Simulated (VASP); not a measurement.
# Sn2P (P4_2/mnm) in VASP: relaxation of cell and atoms with r2SCAN

Aim: the relaxation of cell and atoms of Sn2P with r2SCAN.

Program: VASP 6.6.1. These are calculated values, not measurements. Logs are shortened: lines on timing, memory, paths and dates and some standing lists are left out, and cuts for length are marked.

**1. The cell of the first run**

The structure is tetragonal, space group P4_2/mnm (No. 136). Conventional cell: a = 6.588 Å, b = 6.588 Å, c = 3.871 Å, α = 90.00°, β = 90.00°, γ = 90.00°. Sn (site symmetry m2m) has 3 P at 2.73 to 2.74 Å within 3.6 Å. P (site symmetry mmm) has 6 Sn at 2.73 to 2.74 Å within 3.6 Å.

**2. Relaxation of cell and atoms, r2SCAN**

POSCAR

```
Sn2P
1.0
    6.5878959845      0.0000000000      0.0000000000
    0.0000000000      6.5878959845      0.0000000000
    0.0000000000      0.0000000000      3.8710396703
Sn P
4 2
Direct
    0.2937878144      0.2937878144      0.0000000000
    0.2062121856      0.7937878144      0.5000000000
    0.7062121856      0.7062121856      0.0000000000
    0.7937878144      0.2062121856      0.5000000000
    0.0000000000      0.0000000000      0.0000000000
    0.5000000000      0.5000000000      0.5000000000
```

INCAR.step1

```
  PREC = Accurate
  ENCUT = 600
  ISMEAR = 0
  SIGMA = 0.1
  LREAL = False
  LASPH = True
  NELM = 60
  GGA = PE
  ALGO = Normal
  EDIFF = 1E-4
  LWAVE = True
  LCHARG = False
  KPAR = 4
```

INCAR.step2

```
  PREC = Accurate
  ENCUT = 600
  EDIFF = 1E-6
  ISMEAR = 0
  SIGMA = 0.1
  LREAL = False
  LASPH = True
  NELM = 60
  ALGO = Normal
  ISIF = 3
  LWAVE = False
  LCHARG = False
  METAGGA = R2SCAN
  LMIXTAU = True
  IBRION = 2
  NSW = 100
  EDIFFG = -0.01
  ISTART = 1
  KPAR = 4
```

KPOINTS

```
Automatic mesh
0
Gamma
  6 6 10
```

Potentials or basis: VASP PAW PBE potentials, release 64 (Sn_d, P).

Launch:

```sh
> cat potpaw_PBE.64/Sn_d/POTCAR potpaw_PBE.64/P/POTCAR > POTCAR
> cp INCAR.step1 INCAR
> mpirun -np 4 vasp_std > vasp.out
> cp INCAR.step2 INCAR
> mpirun -np 4 vasp_std > vasp.out
```

OUTCAR:

```text
PREC = Accurate
   ENCUT = 600
   EDIFF = 1E-6
   ISMEAR = 0
   LREAL = False
   LASPH = True
   NELM = 60
   ISIF = 3
   METAGGA = R2SCAN
   IBRION = 2
   NSW = 100
   EDIFFG = -0.01
   ISTART = 1

 ion  position               nearest neighbor table
   1  0.294  0.294  0.000-   6 2.73   6 2.73   5 2.74
   2  0.206  0.794  0.500-   5 2.73   5 2.73   6 2.74
   3  0.706  0.706  0.000-   6 2.73   6 2.73   5 2.74
   4  0.794  0.206  0.500-   5 2.73   5 2.73   6 2.74
   5  0.000  0.000  0.000-   2 2.73   4 2.73   2 2.73   4 2.73   3 2.74   1 2.74
   6  0.500  0.500  0.500-   1 2.73   3 2.73   1 2.73   3 2.73   2 2.74   4 2.74

  LATTYP: Found a simple tetragonal cell.
 ALAT       =     6.5878959845
 C/A-ratio  =     0.5875987841

  Lattice vectors:

 A1 = (   6.5878959845,   0.0000000000,   0.0000000000)
 A2 = (   0.0000000000,   6.5878959845,   0.0000000000)
 A3 = (   0.0000000000,   0.0000000000,   3.8710396703)

Analysis of symmetry for initial positions (statically):
=====================================================================
 Subroutine PRICEL returns:
 Original cell was already a primitive cell.

 Routine SETGRP: Setting up the symmetry group for a
 simple tetragonal supercell.

 Subroutine GETGRP returns: Found 16 space group operations
 (whereof  8 operations were pure point group operations)
 out of a pool of 16 trial point group operations.

The static configuration has the point symmetry D_2h.
 The point group associated with its full space group is D_4h.

Analysis of symmetry for dynamics (positions and initial velocities):
=====================================================================
 Subroutine PRICEL returns:
 Original cell was already a primitive cell.

 Routine SETGRP: Setting up the symmetry group for a
 simple tetragonal supercell.

 Subroutine GETGRP returns: Found 16 space group operations
 (whereof  8 operations were pure point group operations)
 out of a pool of 16 trial point group operations.

The dynamic configuration has the point symmetry D_2h.
 The point group associated with its full space group is D_4h.

 Subroutine INISYM returns: Found 16 space group operations
 (whereof  8 operations are pure point group operations),
 and found     1 'primitive' translations

----------------------------------------------------------------------------------------

                                     Primitive cell

  volume of cell :     168.0046

  direct lattice vectors                    reciprocal lattice vectors
     6.587895985  0.000000000  0.000000000     0.151793532  0.000000000  0.000000000
     0.000000000  6.587895985  0.000000000     0.000000000  0.151793532  0.000000000
     0.000000000  0.000000000  3.871039670     0.000000000  0.000000000  0.258328533

  length of vectors
     6.587895985  6.587895985  3.871039670     0.151793532  0.151793532  0.258328533

  position of ions in fractional coordinates (direct lattice)
     0.293787814  0.293787814  0.000000000
     0.206212186  0.793787814  0.500000000
     0.706212186  0.706212186  0.000000000
     0.793787814  0.206212186  0.500000000
     0.000000000  0.000000000  0.000000000
     0.500000000  0.500000000  0.500000000

  ion indices of the primitive-cell ions
   primitive index   ion index
                 1           1
                 2           2
                 3           3
                 4           4
                 5           5
                 6           6

----------------------------------------------------------------------------------------

 KPOINTS: Automatic mesh

Automatic generation of k-mesh.
 Grid dimensions read from file:
 generate k-points for:    6    6   10

 Generating k-lattice:

  Cartesian coordinates                     Fractional coordinates (reciprocal lattice)
     0.025298922  0.000000000  0.000000000     0.166666667  0.000000000  0.000000000
     0.000000000  0.025298922  0.000000000     0.000000000  0.166666667  0.000000000
     0.000000000  0.000000000  0.025832853     0.000000000  0.000000000  0.100000000

  Length of vectors
     0.025298922  0.025298922  0.025832853

  Shift w.r.t. Gamma in fractional coordinates (k-lattice)
     0.000000000  0.000000000  0.000000000

 Subroutine IBZKPT returns following result:
 ===========================================

 Found     60 irreducible k-points:

 Following reciprocal coordinates:
            Coordinates               Weight
  0.000000  0.000000  0.000000      1.000000
  0.166667  0.000000  0.000000      4.000000
  0.333333  0.000000  0.000000      4.000000
  0.500000  0.000000  0.000000      2.000000
  0.166667  0.166667  0.000000      4.000000
  0.333333  0.166667  0.000000      8.000000
[... 16 lines left out ...]
  0.333333  0.000000  0.200000      8.000000
  0.500000  0.000000  0.200000      4.000000
 [... further k-points ...]
   k-points           NKPTS =     60   k-points in BZ     NKDIM =     60   number of bands    NBANDS=     39
   number of dos      NEDOS =    301   number of ions     NIONS =      6
   total plane-waves  NPLWV =  93312
   dimension x,y,z NGX =    54 NGY =   54 NGZ =   32
   dimension x,y,z NGXF=   108 NGYF=  108 NGZF=   64
   ions per type =               4   2
   NGX,Y,Z   is equivalent  to a cutoff of  13.63, 13.63, 13.74 a.u.
   NGXF,Y,Z  is equivalent  to a cutoff of  27.25, 27.25, 27.49 a.u.
 SYSTEM =  unknown system
   PREC   = accura    normal or accurate (medium, high low for compatibility)
   ISTART =      1    job   : 0-new  1-cont  2-samecut
   ICHARG =      0    charge: 1-file 2-atom 10-const
   ISPIN  =      1    spin polarized calculation?
   LNONCOLLINEAR =      F non collinear calculations
   LSORBIT =      F    spin-orbit coupling
   LASPH  =      T    aspherical Exc in radial PAW
   ENCUT  =  600.0 eV  44.10 Ry    6.64 a.u.  13.16 13.16  7.73*2*pi/ulx,y,z
   NELM   =     60;   NELMIN=  2; NELMDL=  0     # of ELM steps
   EDIFF  = 0.1E-05   stopping-criterion for ELM
   LREAL  =      F    real-space projection
   EDIFFG = -.1E-01   stopping-criterion for IOM
   NSW    =    100    number of steps for IOM
   IBRION =      2    ionic relax: 0-MD 1-quasi-New 2-CG
   NFREE  =      1    steps in history (QN), initial steepest desc. (CG)
   ISIF   =      3    stress and relaxation
   ISYM   =      2    0-nonsym 1-usesym 2-fastsym
   POTIM  = 0.5000    time-step for ionic-motion
   TEBEG  =    0.0;   TEEND  =   0.0 temperature during run
   PSTRESS=    0.0 pullay stress
   NELECT =      66.0000    total number of electrons
   NUPDOWN=      -1.0000    fix difference up-down
   EMIN   =  10.00;   EMAX   =-10.00  energy-range for DOS
   EFERMI =   0.00;   METHOD = LEGACY
   ISMEAR =     0;   SIGMA  =   0.10  broadening in eV -4-tet -1-fermi 0-gaus
   EFERMI_NEDOS =   21; number of points for ismear=-14 and -15
   IALGO  =     38    algorithm
   IMIX   =      4    mixing-type and parameters
     AMIX     =   0.40;   BMIX     =  1.00
     AMIX_MAG =   1.60;   BMIX_MAG =  1.00
  volume/ion in A,a.u.               =      28.00       188.96
  Fermi-wavevector in a.u.,A,eV,Ry     =   1.198991  2.265764 19.559443  1.437578
  Thomas-Fermi vector in A             =   2.334865
   LORBIT       =      0    0 simple, 1 ext, 2 COOP (PROOUT), +10 PAW based schemes
   METAGGA = R2SCAN    functional components
   LHFCALC =     F    Hartree Fock is set to
   AEXX    =    0.0000 exact exchange contribution
   IVDW    =     0    specifies the selected vdW correction
   LEPSILON=     F    determine dielectric tensor
   LRPA    =     F    only Hartree local field effects (RPA)
 conjugate gradient relaxation of ions
 non-spin polarized calculation
 Gauss-broadening in eV      SIGMA  =   0.10
  energy-cutoff  :      600.00
  volume of cell :      168.00
 maximum number of plane-waves:      5655
 NGX is ok and might be reduce to    54
   NGX = 27   NGY = 27   NGZ = 15

--------------------------------------- Ionic step        1  -------------------------------------------

 number of electron      66.0000006 magnetization

 Free energy of the ion-electron system (eV)
  ---------------------------------------------------
  ext. energy  EPLUGINS =         0.00000000
  ---------------------------------------------------
  free energy    TOTEN  =      -114.35403841 eV

  energy without entropy =     -114.33768630  energy(sigma->0) =     -114.34586235

------------------------ aborting loop because EDIFF is reached ----------------------------------------

  FORCE on cell =-STRESS in cart. coord.  units (eV):
  Direction    XX          YY          ZZ          XY          YZ          ZX
  --------------------------------------------------------------------------------------
  -------------------------------------------------------------------------------------
  Total       -0.0561266     -0.0561266      0.2673656      0.0000000      0.0000000      0.0000000
  in kB       -0.5352516     -0.5352516      2.5497350      0.0000000      0.0000000      0.0000000
  external PRESSURE =       0.4930773 kB  Pullay stress =       0.0000000 kB

 VOLUME and BASIS-vectors are now :
 -----------------------------------------------------------------------------
  energy-cutoff  :      600.00
  volume of cell :      168.00
      direct lattice vectors                 reciprocal lattice vectors
     6.587895985  0.000000000  0.000000000     0.151793532  0.000000000  0.000000000
     0.000000000  6.587895985  0.000000000     0.000000000  0.151793532  0.000000000
     0.000000000  0.000000000  3.871039670     0.000000000  0.000000000  0.258328533
[... 81 lines left out ...]
 POSITION                                       TOTAL-FORCE (eV/Angst)
 -----------------------------------------------------------------------------------
      1.93077      1.93077      0.00000         0.004896      0.004896     -0.000000
      1.35937      5.22091      1.94618        -0.004896      0.004896     -0.000000
      4.64951      4.64951      0.00000        -0.004896     -0.004896      0.000000
      5.22091      1.35937      1.94618         0.004896     -0.004896      0.000000
      0.00000      0.00000      0.00000        -0.000000     -0.000000      0.000000
      3.29014      3.29014      1.94618        -0.000000     -0.000000      0.000000
 -----------------------------------------------------------------------------------
    total drift:                                0.000000      0.000000     -0.000000

  FREE ENERGIE OF THE ION-ELECTRON SYSTEM (eV)
  ---------------------------------------------------
  free  energy   TOTEN  =      -114.3550173776 eV

  energy  without entropy=     -114.3395384096  energy(sigma->0) =     -114.34727789

--------------------------------------- Ionic step        4  -------------------------------------------

 number of electron      65.9999997 magnetization

 Free energy of the ion-electron system (eV)
  ---------------------------------------------------
  ext. energy  EPLUGINS =         0.00000000
  ---------------------------------------------------
  free energy    TOTEN  =      -114.35517314 eV

  energy without entropy =     -114.34006731  energy(sigma->0) =     -114.34762023

 E-fermi :   6.2129     XC(G=0): -10.1402

 val. band max:        6.1903430054   @ k =   0.3333   0.0000   0.0000
 cond. band min:       6.2362390470   @ k =   0.3333   0.0000   0.4000
 fundamental gap:      0.0458960416
 Fermi energy:         6.2128706012

 k-point     1 :       0.0000    0.0000    0.0000
  band No.  band energies     occupation
      1     -16.1550      2.00000
      2     -16.1387      2.00000
      3     -16.1323      2.00000
      4     -16.1236      2.00000
      5     -16.1236      2.00000
      6     -16.1144      2.00000
[... 997 lines left out ...]
     38       7.7186      0.00000
     39      10.2943      0.00000

 [... further k-points ...]

------------------------ aborting loop because EDIFF is reached ----------------------------------------

  FORCE on cell =-STRESS in cart. coord.  units (eV):
  Direction    XX          YY          ZZ          XY          YZ          ZX
  --------------------------------------------------------------------------------------
  -------------------------------------------------------------------------------------
  Total        0.0338571      0.0338571      0.0294115     -0.0000000      0.0000000      0.0000000
  in kB        0.3226947      0.3226947      0.2803237     -0.0000000      0.0000000      0.0000000
  external PRESSURE =       0.3085710 kB  Pullay stress =       0.0000000 kB

 VOLUME and BASIS-vectors are now :
 -----------------------------------------------------------------------------
  energy-cutoff  :      600.00
  volume of cell :      168.10
      direct lattice vectors                 reciprocal lattice vectors
     6.569437210  0.000000000  0.000000000     0.152220041 -0.000000000  0.000000000
     0.000000000  6.569437210  0.000000000    -0.000000000  0.152220041  0.000000000
     0.000000000  0.000000000  3.895042677     0.000000000  0.000000000  0.256736596

 POSITION                                       TOTAL-FORCE (eV/Angst)
 -----------------------------------------------------------------------------------
      1.92735      1.92735      0.00000         0.005486      0.005486      0.000000
      1.35737      5.21207      1.94752        -0.005486      0.005486     -0.000000
      4.64208      4.64208      0.00000        -0.005486     -0.005486     -0.000000
      5.21207      1.35737      1.94752         0.005486     -0.005486     -0.000000
      0.00000      0.00000      0.00000         0.000000      0.000000     -0.000000
      3.28472      3.28472      1.94752         0.000000      0.000000     -0.000000
 -----------------------------------------------------------------------------------
    total drift:                                0.000000     -0.000000      0.000000

  FREE ENERGIE OF THE ION-ELECTRON SYSTEM (eV)
  ---------------------------------------------------
  free  energy   TOTEN  =      -114.3551731418 eV

  energy  without entropy=     -114.3400673098  energy(sigma->0) =     -114.34762023

 reached required accuracy - stopping structural energy minimisation
```

It took 22 min on 4 MPI ranks of Intel Xeon Platinum 8375C at 2.90GHz (Ice Lake), shared host; peak memory 0.59 GiB.

What came out:

```
Free energy                           : -114.3552 eV
Relaxed volume                        : 28.02 Å³/atom
Relaxed cell                          : a = 6.569 Å, b = 6.569 Å, c = 3.895 Å, α = 90.00°, β = 90.00°, γ = 90.00°
Space group after relaxing (to 0.1 Å) : P4_2/mnm (No. 136)
Energy gained by relaxing             : 0.2 meV/atom
Ionic steps                           : 4
Pressure after relaxing               : 0.0 GPa
Largest force after relaxing          : 0.008 eV/Å
Band gap on the k mesh                : zero (bands 33 and 34 overlap by 2.17 eV)
```

Forces on the atoms (eV/Å):
```
Sn   0.005  0.005  0.000
Sn  -0.005  0.005  0.000
Sn  -0.005 -0.005  0.000
Sn   0.005 -0.005  0.000
P    0.000  0.000  0.000
P    0.000  0.000  0.000
```

Step by step:
```tsv
step	energy change (eV)	largest force (eV/Å)	pressure (GPa)	volume (Å³)
1	0.0000	0.0279	0.05	168.00
2	-0.0006	0.0143	0.00	168.21
3	-0.0010	0.0069	-0.10	168.54
4	-0.0011	0.0078	0.03	168.10
```

Final structure:
```
Sn P
1.0
     6.56944    0.00000    0.00000
     0.00000    6.56944    0.00000
     0.00000    0.00000    3.89504
Sn P
4 2
Cartesian
  1.9274 1.9274 0.0000
  1.3574 5.2121 1.9475
  4.6421 4.6421 0.0000
  5.2121 1.3574 1.9475
  0.0000 0.0000 0.0000
  3.2847 3.2847 1.9475
```

Levels at points of the mesh, in eV from the Fermi level:
| k point | band 31 | band 32 | band 33 | band 34 | band 35 | band 36 |
| --- | --- | --- | --- | --- | --- | --- |
| (0.00, 0.00, 0.00) | -1.80 | 1.15 | 1.22 | 1.77 | 1.77 | 2.12 |
| (0.50, 0.00, 0.00) | -1.11 | -1.11 | -0.95 | -0.95 | 2.48 | 2.48 |
| (0.50, 0.50, 0.00) | 0.27 | 0.27 | 0.41 | 0.41 | 1.28 | 1.28 |
| (0.00, 0.00, 0.50) | -2.20 | -2.20 | -0.62 | -0.62 | -0.14 | -0.14 |
| (0.50, 0.00, 0.50) | -1.68 | -1.68 | 0.86 | 0.86 | 1.52 | 1.52 |
| (0.50, 0.50, 0.50) | -1.83 | -1.83 | -0.11 | -0.11 | 0.56 | 0.56 |

Caveat: the PAW data sets were made with another functional, which shifts forces and pressure a little; spin-orbit coupling is left out, which moves the levels of the heavy elements.

The gap in the log of VASP goes by the Fermi energy; the results here count the filled bands.